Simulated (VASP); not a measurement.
# Sr (I4/mmm) in VASP: a series of runs, part 2 of 2

VASP 6.6.1. The steps go on from the part before.

### Step 6. Single point, PBEsol

This run uses another cell than the first one, of the same volume but with other edges.

Input file INCAR:

```
  ALGO = Fast
  EDIFF = 1E-7
  ENCUT = 520
  GGA = PS
  ISIF = 2
  ISMEAR = 0
  LASPH = T
  LCHARG = T
  LELF = T
  LREAL = F
  LVHAR = T
  LWAVE = F
  NBANDS = 11
  NELM = 100
  PREC = Accurate
  SIGMA = 0.15
```

Input file KPOINTS:

```
k-points
0
Gamma
  16 16 16
```

Input file POSCAR:

```
Sr
1.0
   -2.7994580077      2.7994580077      1.8196477050
    2.7994580077     -2.7994580077      1.8196477050
    2.7994580077      2.7994580077     -1.8196477050
Sr
1
Direct
    0.0000000000      0.0000000000      0.0000000000
```

Potentials or basis: VASP PAW PBE potentials, release 64 (Sr_sv).

On the command line:

```sh
> cat potpaw_PBE.64/Sr_sv/POTCAR > POTCAR
> mpirun -np 1 vasp_std > vasp.out
```

OUTCAR:

```text
EDIFF = 1E-7
   ENCUT = 520
   GGA = PS
   ISIF = 2
   ISMEAR = 0
   LASPH = T
   LREAL = F
   NELM = 100
   PREC = Accurate

 ion  position               nearest neighbor table
   1  0.000  0.000  0.000-

  LATTYP: Found a body centered tetragonal cell.
 ALAT       =     5.5989160154
 C/A-ratio  =     0.6500000000

  Lattice vectors:

 A1 = (  -2.7994580077,   2.7994580077,   1.8196477050)
 A2 = (   2.7994580077,  -2.7994580077,   1.8196477050)
 A3 = (   2.7994580077,   2.7994580077,  -1.8196477050)

[... 515 lines left out ...]

 [... further k-points ...]

------------------------ aborting loop because EDIFF is reached ----------------------------------------

  FORCE on cell =-STRESS in cart. coord.  units (eV):
  Direction    XX          YY          ZZ          XY          YZ          ZX
  --------------------------------------------------------------------------------------
  -------------------------------------------------------------------------------------
  Total       -0.9088537     -0.9088537      1.7471522      0.0000000      0.0000000      0.0000000
  in kB      -25.5275624    -25.5275624     49.0733951      0.0000000      0.0000000      0.0000000
  external PRESSURE =      -0.6605765 kB  Pullay stress =       0.0000000 kB

 VOLUME and BASIS-vectors are now :
 -----------------------------------------------------------------------------
  energy-cutoff  :      520.00
  volume of cell :       57.04
      direct lattice vectors                 reciprocal lattice vectors
    -2.799458008  2.799458008  1.819647705     0.000000000  0.178606001  0.274778463
     2.799458008 -2.799458008  1.819647705     0.178606001  0.000000000  0.274778463
     2.799458008  2.799458008 -1.819647705     0.178606001  0.178606001  0.000000000

 POSITION                                       TOTAL-FORCE (eV/Angst)
 -----------------------------------------------------------------------------------
      0.00000      0.00000      0.00000         0.000000     -0.000000      0.000000
 -----------------------------------------------------------------------------------
    total drift:                                0.000000      0.000000      0.000000

  FREE ENERGIE OF THE ION-ELECTRON SYSTEM (eV)
  ---------------------------------------------------
  free  energy   TOTEN  =        -1.5723370725 eV

  energy  without entropy=       -1.5558306277  energy(sigma->0) =       -1.56408385
```

OSZICAR:

```text
N       E                     dE             d eps       ncg     rms          rms(c)
DAV:   1     0.363009830084E+02    0.36301E+02   -0.47392E+03  7686   0.779E+02
DAV:   2     0.222572346407E+00   -0.36078E+02   -0.35469E+02  8957   0.151E+02
DAV:   3    -0.147998113872E+01   -0.17026E+01   -0.16787E+01 11320   0.242E+01
DAV:   4    -0.157283911641E+01   -0.92858E-01   -0.92653E-01 10007   0.511E+00
DAV:   5    -0.157500133925E+01   -0.21622E-02   -0.21620E-02 10877   0.647E-01    0.118E+01
RMM:   6    -0.157308770534E+01    0.19136E-02   -0.53559E-03  8406   0.862E-01    0.671E+00
RMM:   7    -0.157194481105E+01    0.11429E-02   -0.11540E-02  9156   0.129E+00    0.241E-01
RMM:   8    -0.157222678454E+01   -0.28197E-03   -0.36753E-03 10617   0.355E-01    0.742E-02
RMM:   9    -0.157231244927E+01   -0.85665E-04   -0.62290E-04 12542   0.106E-01    0.778E-02
RMM:  10    -0.157233028295E+01   -0.17834E-04   -0.11794E-04 11766   0.698E-02    0.137E-01
RMM:  11    -0.157233581629E+01   -0.55333E-05   -0.39119E-05 12312   0.327E-02    0.765E-03
RMM:  12    -0.157233659094E+01   -0.77465E-06   -0.11315E-05 13348   0.129E-02    0.421E-03
RMM:  13    -0.157233674120E+01   -0.15027E-06   -0.23371E-06 12287   0.605E-03    0.632E-03
RMM:  14    -0.157233700449E+01   -0.26329E-06   -0.87413E-07 10825   0.404E-03    0.611E-04
RMM:  15    -0.157233707248E+01   -0.67982E-07   -0.35420E-07  9183   0.235E-03
   1 F= -.15723371E+01 E0= -.15640839E+01  d E =-.165064E-01
```

stdout:

```text
POSCAR found type information on POSCAR Sr
 POSCAR found :  1 types and       1 ions
 scaLAPACK will be used
 -----------------------------------------------------------------------------
|                                                                             |
|                                                                             |
|     You enforced a specific xc type in the INCAR file but a different       |
[... 30 lines left out ...]
WARNING in EDDRMM: call to ZHEGV failed, returncode =   6  3      9
WARNING in EDDRMM: call to ZHEGV failed, returncode =   8  4     11
WARNING in EDDRMM: call to ZHEGV failed, returncode =   8  4     10
WARNING in EDDRMM: call to ZHEGV failed, returncode =   6  3     10
WARNING in EDDRMM: call to ZHEGV failed, returncode =   6  3      5
WARNING in EDDRMM: call to ZHEGV failed, returncode =   6  3      6
WARNING in EDDRMM: call to ZHEGV failed, returncode =   8  4     10
```

Wall time 2.5 min (1 thread of Oxide Virtual Turin-like, shared host); peak memory 0.31 GiB.

Results:

```yaml
Free_energy: -1.5723 eV
Pressure: -0.1 GPa
Band_gap_on_the_k_mesh: zero (bands 5 and 6 overlap by 1.06 eV)
```

Stress tensor (GPa, compression positive):
```
-2.55  0.00  0.00
 0.00 -2.55  0.00
 0.00  0.00  4.91
```

Levels at points of the mesh, in eV from the Fermi level:
```csv
k point,band 3,band 4,band 5,band 6,band 7,band 8
"(0.00, 0.00, 0.00)",-18.49,-18.37,-3.44,1.09,1.55,4.10
"(0.50, 0.00, 0.00)",-18.50,-18.49,-0.44,0.69,1.21,3.44
"(0.50, 0.50, 0.00)",-18.48,-18.39,-1.53,-0.30,1.65,3.12
"(0.50, 0.50, 0.50)",-18.61,-18.40,-0.23,-0.21,1.93,1.93
```

Caveat: the stress differs along the axes, from -3 to 5 GPa; the PAW data sets were made with another functional, which shifts forces and pressure a little.

### Step 7. The runs side by side

| cell | further INCAR settings | gap on the mesh (eV) | pressure (GPa) |
| --- | --- | --- | --- |
| a = 4.255 Å, angles 103.5, 103.5, 122.2°, 1 atom | ALGO = Fast; EDIFF = 1e-06; NBANDS = 11 | none | -0.8 |
| a = 4.268 Å, angles 117.3, 117.3, 94.8°, 1 atom | ALGO = Fast; EDIFF = 1e-06; NBANDS = 11 | none | -1.0 |
| a = 4.207 Å, angles 107.3, 107.3, 113.9°, 1 atom | ALGO = Fast; EDIFF = 1e-07; NBANDS = 11 | none | -1.1 |
| a = 4.209 Å, angles 112.1, 112.1, 104.2°, 1 atom | ALGO = Fast; EDIFF = 1e-06; NBANDS = 11 | none | -1.1 |
| a = 4.357 Å, angles 100.0, 100.0, 130.6°, 1 atom | ALGO = Fast; EDIFF = 1e-07; NBANDS = 11 | none | -0.1 |

Alike in all rows: task single point; level PBEsol; potentials or basis VASP PAW PBE potentials, release 64 (Sr_sv); no spin polarisation; k mesh 16 × 16 × 16; cutoff (eV) 520; smearing gaussian 0.15 eV.

Caveats: the PAW data sets were made with another functional, which shifts forces and pressure a little; the stress differs along the axes, from -3 to 5 GPa (at least some runs).

Total energies depend on the potentials used, so only differences within one code and one set of settings carry meaning.
